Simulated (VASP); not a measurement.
PbF2:

```
CELL_PARAMETERS angstrom
0.00000 2.96044 2.96044
2.96044 0.00000 2.96044
2.96044 2.96044 0.00000
ATOMIC_POSITIONS crystal
Pb 0.00000 0.00000 0.00000
F 0.25000 0.25000 0.25000
F 0.75000 0.75000 0.75000
```

Program: VASP 6.6.1. Alike in all runs: task single point; no spin polarisation; cell as given; cutoff (eV) 520; smearing gaussian 0.01 eV.

Task: Order these runs on this cell by their band gap on the k mesh, lowest first.
A. level LDA; potentials or basis VASP PAW LDA potentials, release 64 (Pb_d, F); k mesh 4 × 4 × 4
B. level r2SCAN; potentials or basis VASP PAW PBE potentials, release 64 (Pb_d, F); k mesh 6 × 6 × 6
C. level PBE; potentials or basis VASP PAW PBE potentials, release 64 (Pb_d, F); k mesh 4 × 4 × 4
D. level HSE06; potentials or basis VASP PAW PBE potentials, release 64 (Pb_d, F); k mesh 4 × 4 × 4; grid for exact exchange (PRECFOCK) Normal; screening parameter 0.2079 1/Å

Result: A (4.22 eV), C (4.42 eV), B (4.96 eV), D (5.72 eV).

Caveats: some runs use coarse meshes; spin-orbit coupling is left out, which moves the levels of the heavy elements.

A k mesh can miss the band edges.
